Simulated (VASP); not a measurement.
Write the native input for VASP 6.6.1 that does the following.

```
Task                   : single point
Functional             : LDA
Potentials or basis    : VASP PAW LDA potentials, release 64 (Ge_d, Pd)
Cutoff                 : 520 eV
k mesh                 : 6 × 6 × 6
Occupations            : fermi-dirac, width 0.1 eV
Spin                   : no spin polarisation
Dipole correction      : no
Further INCAR settings : ALGO = Normal; EDIFF = 1e-06; NBANDS = 34
```

The structure of Ge3Pd lies in POSCAR:

```
Ge3Pd
1.0
    4.2496558203      0.0000000000      0.0000000000
    0.0000000000      4.2496558203      0.0000000000
    0.0000000000      0.0000000000      4.2496558203
Ge Pd
3 1
Direct
    0.0000000000      0.5000000000      0.5000000000
    0.5000000000      0.0000000000      0.5000000000
    0.5000000000      0.5000000000      0.0000000000
    0.0000000000      0.0000000000      0.0000000000
```

One way to write it, as run:

INCAR

```
PREC = Accurate ; ENCUT = 520
EDIFF = 1E-6 ; ISMEAR = -1
SIGMA = 0.1 ; LREAL = False
LASPH = True ; NELM = 100
ALGO = Normal ; ISIF = 2
LWAVE = False ; LCHARG = False
NBANDS = 34
```

KPOINTS

```
regular mesh
0
Gamma
  6 6 6
```

Potentials or basis: VASP PAW LDA potentials, release 64 (Ge_d, Pd).

The run is started by

```console
$ cat potpaw_LDA.64/Ge_d/POTCAR potpaw_LDA.64/Pd/POTCAR > POTCAR
$ mpirun -np 1 vasp_std > vasp.out
```

Results of the run:

```
Pressure               : -11.4 GPa
Band gap on the k mesh : zero (band 26 reaches 6.57 eV, above the bottom of band 27 at 4.82 eV)
```

Run time: 30 s on 1 thread of Intel(R) Xeon(R) Platinum 8259CL CPU @ 2.50GHz (Skylake/Cascade Lake) (shared host), peak memory 0.18 GiB.
